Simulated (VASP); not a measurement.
# Pd (Im-3m) in VASP: notebook

The runs below take Pd through single point, with PBE, LDA, PBEsol.

Program: VASP 6.6.1. These are calculated values, not measurements. Logs are shortened: lines on timing, memory, paths and dates and some standing lists are left out, and cuts for length are marked.

### Step 1. The cell of the first run

The structure is cubic, space group Im-3m (No. 229). The conventional cell has a = 3.145 Å, b = 3.145 Å, c = 3.145 Å, α = 90.00°, β = 90.00°, γ = 90.00°. Pd (site symmetry m-3m) has 14 Pd at 2.72 to 3.14 Å within 3.6 Å.

### Step 2. Single point, PBE

INCAR reads:

```
PREC = Accurate
ENCUT = 520
EDIFF = 1E-6
ISMEAR = 0
SIGMA = 0.023
LREAL = F
LASPH = T
NELM = 100
ALGO = Normal
ISIF = 2
LWAVE = F
LCHARG = T
GGA = PE
LELF = T
LVHAR = T
NBANDS = 11
```

KPOINTS reads:

```
Automatic mesh
0
Gamma
  12 12 12
```

POSCAR reads:

```
Pd
1.0
   -1.5722810000      1.5722810000      1.5722810000
    1.5722810000     -1.5722810000      1.5722810000
    1.5722810000      1.5722810000     -1.5722810000
Pd
1
Direct
    0.0000000000      0.0000000000      0.0000000000
```

Potentials or basis: VASP PAW PBE potentials, release 64 (Pd).

On the command line:

```sh
$ cat potpaw_PBE.64/Pd/POTCAR > POTCAR
$ mpirun -np 1 vasp_std > vasp.out
```

OUTCAR:

```text
PREC = Accurate
   ENCUT = 520
   EDIFF = 1E-6
   ISMEAR = 0
   LREAL = F
   LASPH = T
   NELM = 100
   ISIF = 2
   GGA = PE

 ion  position               nearest neighbor table
   1  0.000  0.000  0.000-

  LATTYP: Found a body centered cubic cell.
 ALAT       =     3.1445620000

  Lattice vectors:

 A1 = (  -1.5722810000,   1.5722810000,   1.5722810000)
 A2 = (   1.5722810000,  -1.5722810000,   1.5722810000)
 A3 = (   1.5722810000,   1.5722810000,  -1.5722810000)

Analysis of symmetry for initial positions (statically):
=====================================================================
 Subroutine PRICEL returns:
 Original cell was already a primitive cell.

 Routine SETGRP: Setting up the symmetry group for a
 body centered cubic supercell.

 Subroutine GETGRP returns: Found 48 space group operations
[... 9 lines left out ...]

 Routine SETGRP: Setting up the symmetry group for a
 body centered cubic supercell.

 Subroutine GETGRP returns: Found 48 space group operations
[... 11 lines left out ...]
                                     Primitive cell

  volume of cell :      15.5471

  direct lattice vectors                    reciprocal lattice vectors
    -1.572281000  1.572281000  1.572281000     0.000000000  0.318009313  0.318009313
     1.572281000 -1.572281000  1.572281000     0.318009313  0.000000000  0.318009313
     1.572281000  1.572281000 -1.572281000     0.318009313  0.318009313  0.000000000

  length of vectors
     2.723270576  2.723270576  2.723270576     0.449733083  0.449733083  0.449733083

  position of ions in fractional coordinates (direct lattice)
     0.000000000  0.000000000  0.000000000

  ion indices of the primitive-cell ions
   primitive index   ion index
                 1           1

----------------------------------------------------------------------------------------

 KPOINTS: Automatic mesh

Automatic generation of k-mesh.
 Grid dimensions read from file:
 generate k-points for:   12   12   12

 Generating k-lattice:

  Cartesian coordinates                     Fractional coordinates (reciprocal lattice)
     0.000000000  0.026500776  0.026500776     0.083333333  0.000000000  0.000000000
     0.026500776  0.000000000  0.026500776     0.000000000  0.083333333  0.000000000
     0.026500776  0.026500776  0.000000000     0.000000000  0.000000000  0.083333333

  Length of vectors
     0.037477757  0.037477757  0.037477757

  Shift w.r.t. Gamma in fractional coordinates (k-lattice)
     0.000000000  0.000000000  0.000000000

 Subroutine IBZKPT returns following result:
 ===========================================

 Found     72 irreducible k-points:

 Following reciprocal coordinates:
            Coordinates               Weight
  0.000000  0.000000  0.000000      1.000000
  0.083333  0.000000  0.000000     12.000000
  0.166667  0.000000  0.000000     12.000000
  0.250000  0.000000  0.000000     12.000000
  0.333333  0.000000  0.000000     12.000000
  0.416667  0.000000  0.000000     12.000000
[... 16 lines left out ...]
  0.333333  0.083333  0.083333     24.000000
  0.416667  0.083333  0.083333     12.000000
 [... further k-points ...]
   k-points           NKPTS =     72   k-points in BZ     NKDIM =     72   number of bands    NBANDS=     11
   number of dos      NEDOS =    301   number of ions     NIONS =      1
   total plane-waves  NPLWV =   8000
   dimension x,y,z NGX =    20 NGY =   20 NGZ =   20
   dimension x,y,z NGXF=    40 NGYF=   40 NGZF=   40
   ions per type =               1
   NGX,Y,Z   is equivalent  to a cutoff of  12.21, 12.21, 12.21 a.u.
   NGXF,Y,Z  is equivalent  to a cutoff of  24.42, 24.42, 24.42 a.u.
 SYSTEM =  unknown system
   PREC   = accura    normal or accurate (medium, high low for compatibility)
   ISTART =      0    job   : 0-new  1-cont  2-samecut
   ICHARG =      2    charge: 1-file 2-atom 10-const
   ISPIN  =      1    spin polarized calculation?
   LNONCOLLINEAR =      F non collinear calculations
   LSORBIT =      F    spin-orbit coupling
   LASPH  =      T    aspherical Exc in radial PAW
   ENCUT  =  520.0 eV  38.22 Ry    6.18 a.u.   5.06  5.06  5.06*2*pi/ulx,y,z
   NELM   =    100;   NELMIN=  2; NELMDL= -5     # of ELM steps
   EDIFF  = 0.1E-05   stopping-criterion for ELM
   LREAL  =      F    real-space projection
   EDIFFG = 0.1E-04   stopping-criterion for IOM
   NSW    =      0    number of steps for IOM
   IBRION =     -1    ionic relax: 0-MD 1-quasi-New 2-CG
   NFREE  =      0    steps in history (QN), initial steepest desc. (CG)
   ISIF   =      2    stress and relaxation
   ISYM   =      2    0-nonsym 1-usesym 2-fastsym
   POTIM  = 0.5000    time-step for ionic-motion
   TEBEG  =    0.0;   TEEND  =   0.0 temperature during run
   PSTRESS=    0.0 pullay stress
   NELECT =      10.0000    total number of electrons
   NUPDOWN=      -1.0000    fix difference up-down
   EMIN   =  10.00;   EMAX   =-10.00  energy-range for DOS
   EFERMI =   0.00;   METHOD = LEGACY
   ISMEAR =     0;   SIGMA  =   0.02  broadening in eV -4-tet -1-fermi 0-gaus
   EFERMI_NEDOS =   21; number of points for ismear=-14 and -15
   IALGO  =     38    algorithm
   IMIX   =      4    mixing-type and parameters
     AMIX     =   0.40;   BMIX     =  1.00
     AMIX_MAG =   1.60;   BMIX_MAG =  1.00
  volume/ion in A,a.u.               =      15.55       104.92
  Fermi-wavevector in a.u.,A,eV,Ry     =   1.413160  2.670485 27.171123  1.997021
  Thomas-Fermi vector in A             =   2.534834
   LORBIT       =      0    0 simple, 1 ext, 2 COOP (PROOUT), +10 PAW based schemes
   GGA     = PE    functional components
   LHFCALC =     F    Hartree Fock is set to
   AEXX    =    0.0000 exact exchange contribution
   IVDW    =     0    specifies the selected vdW correction
   LEPSILON=     F    determine dielectric tensor
   LRPA    =     F    only Hartree local field effects (RPA)
 non-spin polarized calculation
 Gauss-broadening in eV      SIGMA  =   0.02
  energy-cutoff  :      520.00
  volume of cell :       15.55
 maximum number of plane-waves:       430
   NGX = 11   NGY = 11   NGZ = 11

 number of electron      10.0000005 magnetization

 Free energy of the ion-electron system (eV)
  ---------------------------------------------------
  ext. energy  EPLUGINS =         0.00000000
  ---------------------------------------------------
  free energy    TOTEN  =        -5.17538094 eV

  energy without entropy =       -5.17474841  energy(sigma->0) =       -5.17506468

 E-fermi :   8.8850     XC(G=0): -12.8541

 val. band max:        8.8784627391   @ k =  -0.4167   0.4167   0.3333
 cond. band min:       8.8889857725   @ k =  -0.4167   0.4167   0.4167
 fundamental gap:      0.0105230334
 Fermi energy:         8.8849785860

 k-point     1 :       0.0000    0.0000    0.0000
  band No.  band energies     occupation
      1       2.1889      2.00000
      2       6.1909      2.00000
      3       6.1909      2.00000
      4       6.1909      2.00000
      5       8.0315      2.00000
      6       8.0315      2.00000
      7      28.1922      0.00000
      8      28.1922      0.00000
      9      28.1922      0.00000
     10      36.1420      0.00000
     11      36.2089      0.00000

 k-point     2 :       0.0833    0.0000    0.0000
  band No.  band energies     occupation
      1       2.4420      2.00000
      2       6.1087      2.00000
      3       6.1945      2.00000
      4       6.3664      2.00000
      5       7.9389      2.00000
      6       8.0379      2.00000
      7      27.9612      0.00000
      8      28.2011      0.00000
      9      28.4832      0.00000
     10      34.2515      0.00000
     11      34.8526      0.00000

 k-point     3 :       0.1667    0.0000    0.0000
  band No.  band energies     occupation
      1       3.1320      2.00000
      2       5.8909      2.00000
      3       6.2095      2.00000
      4       6.8689      2.00000
      5       7.7744      2.00000
      6       8.0607      2.00000
      7      26.6781      0.00000
      8      27.7706      0.00000
      9      29.2836      0.00000
     10      33.1971      0.00000
     11      33.2374      0.00000

 k-point     4 :       0.2500    0.0000    0.0000
  band No.  band energies     occupation
      1       3.9198      2.00000
      2       5.6075      2.00000
      3       6.4689      2.00000
      4       7.6208      2.00000
      5       7.7323      2.00000
      6       8.1052      2.00000
      7      23.9742      0.00000
      8      26.5318      0.00000
      9      30.3866      0.00000
     10      30.9237      0.00000
     11      32.8879      0.00000

 k-point     5 :       0.3333    0.0000    0.0000
  band No.  band energies     occupation
      1       4.1827      2.00000
      2       5.3390      2.00000
      3       7.5394      2.00000
      4       7.8835      2.00000
      5       8.1662      2.00000
      6       8.4725      2.00000
      7      20.7755      0.00000
      8      25.1963      0.00000
      9      28.5548      0.00000
     10      31.4886      0.00000
     11      33.1900      0.00000
[... 211 lines left out ...]
 k-point    21 :       0.1667    0.0833    0.0833
  band No.  band energies     occupation
      1       4.3626      2.00000
      2       5.5514      2.00000
      3       5.8123      2.00000
      4       7.8602      2.00000
      5       8.0589      2.00000
      6       8.5089      2.00000
      7      24.1508      0.00000
      8      25.4043      0.00000
      9      26.9827      0.00000
     10      30.4593      0.00000
     11      35.5538      0.00000

 k-point    22 :       0.2500    0.0833    0.0833
  band No.  band energies     occupation
      1       4.5986      2.00000
      2       5.3051      2.00000
      3       6.5066      2.00000
      4       7.9123      2.00000
      5       8.1636      2.00000
      6       9.8307      0.00000
      7      20.9407      0.00000
      8      24.2680      0.00000
      9      25.4401      0.00000
     10      31.6713      0.00000
     11      35.4756      0.00000

 k-point    23 :       0.3333    0.0833    0.0833
  band No.  band energies     occupation
      1       4.4499      2.00000
      2       5.1433      2.00000
      3       7.4932      2.00000
      4       8.0006      2.00000
      5       8.2318      2.00000
      6      11.3784      0.00000
      7      17.9854      0.00000
      8      23.4795      0.00000
      9      24.3768      0.00000
     10      32.6257      0.00000
     11      35.4117      0.00000

 k-point    24 :       0.4167    0.0833    0.0833
  band No.  band energies     occupation
      1       4.3711      2.00000
      2       5.0872      2.00000
      3       7.9240      2.00000
      4       8.0375      2.00000
      5       8.2559      2.00000
      6      12.4234      0.00000
      7      16.4287      0.00000
      8      23.1999      0.00000
      9      23.9695      0.00000
     10      32.9727      0.00000
     11      35.4070      0.00000

 [... further k-points ...]
[... 5 lines left out ...]
  --------------------------------------------------------------------------------------
  -------------------------------------------------------------------------------------
  Total       -0.1477525     -0.1477525     -0.1477525      0.0000000      0.0000000     -0.0000000
  in kB      -15.2263209    -15.2263209    -15.2263209      0.0000000      0.0000000     -0.0000000
  external PRESSURE =     -15.2263209 kB  Pullay stress =       0.0000000 kB

 VOLUME and BASIS-vectors are now :
 -----------------------------------------------------------------------------
  energy-cutoff  :      520.00
  volume of cell :       15.55
      direct lattice vectors                 reciprocal lattice vectors
    -1.572281000  1.572281000  1.572281000     0.000000000  0.318009313  0.318009313
     1.572281000 -1.572281000  1.572281000     0.318009313  0.000000000  0.318009313
     1.572281000  1.572281000 -1.572281000     0.318009313  0.318009313  0.000000000

 POSITION                                       TOTAL-FORCE (eV/Angst)
 -----------------------------------------------------------------------------------
      0.00000      0.00000      0.00000        -0.000000     -0.000000     -0.000000
 -----------------------------------------------------------------------------------
    total drift:                               -0.000000     -0.000000      0.000000

  FREE ENERGIE OF THE ION-ELECTRON SYSTEM (eV)
  ---------------------------------------------------
  free  energy   TOTEN  =        -5.1753809432 eV

  energy  without entropy=       -5.1747484073  energy(sigma->0) =       -5.17506468
```

Run time: 5.7 s. Hardware: 1 thread of AMD EPYC 9R45 (Zen 5), shared host; peak memory 0.1 GiB.

What came out:

```
Free energy            : -5.1754 eV
Pressure               : -1.5 GPa
Band gap on the k mesh : zero (band 5 reaches 9.47 eV, above the bottom of band 6 at 7.93 eV)
```

Levels at points of the mesh, in eV from the Fermi level:
```
           k point  band 3  band 4  band 5  band 6  band 7  band 8
(0.00, 0.00, 0.00)   -2.69   -2.69   -0.85   -0.85   19.31   19.31
(0.50, 0.00, 0.00)   -0.92   -0.64    0.58    1.54    7.57   15.06
(0.50, 0.50, 0.50)    0.23    0.23    0.23    9.09    9.09    9.09
```

(Part 1 of 2 ends here.)
